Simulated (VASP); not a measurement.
A run of VASP 6.6.1:

POSCAR

```
GaSb
1.0
    0.0000000000      2.6722826416      4.0084239624
    2.6722826416      0.0000000000      4.0084239624
    2.6722826416      2.6722826416      0.0000000000
Ga Sb
1 1
Direct
    0.0000000000      0.0000000000      0.0000000000
    0.7500000000      0.7500000000      0.7500000000
```

File INCAR.step1:

```
PREC = Accurate
ENCUT = 520
ISMEAR = 0
SIGMA = 0.05
LREAL = False
LASPH = True
NELM = 80
NBANDS = 16
GGA = PE
ALGO = Normal
EDIFF = 1E-4
LWAVE = True
LCHARG = False
```

INCAR.step2

```
PREC = Accurate
ENCUT = 520
EDIFF = 1E-6
ISMEAR = 0
SIGMA = 0.05
LREAL = False
LASPH = True
NELM = 80
ALGO = Normal
ISIF = 2
LWAVE = False
LCHARG = False
METAGGA = R2SCAN
LMIXTAU = True
NBANDS = 16
ISTART = 1
```

The input KPOINTS:

```
Automatic mesh
0
Gamma
  10 10 10
```

Potentials or basis: VASP PAW PBE potentials, release 64 (Ga_d, Sb).

Command:

```bash
$ cat potpaw_PBE.64/Ga_d/POTCAR potpaw_PBE.64/Sb/POTCAR > POTCAR
$ cp INCAR.step1 INCAR
$ mpirun -np 1 vasp_std > vasp.out
$ cp INCAR.step2 INCAR
$ mpirun -np 1 vasp_std > vasp.out
```

Hardware: 1 thread of Intel(R) Xeon(R) Platinum 8488C (Sapphire Rapids), on a shared host.

Task: How long does it take, and how much memory?

Result: Wall time 3.3 min on 1 thread of Intel(R) Xeon(R) Platinum 8488C (Sapphire Rapids), with other jobs on the host, peak memory 0.26 GiB. Counts: k points 102.
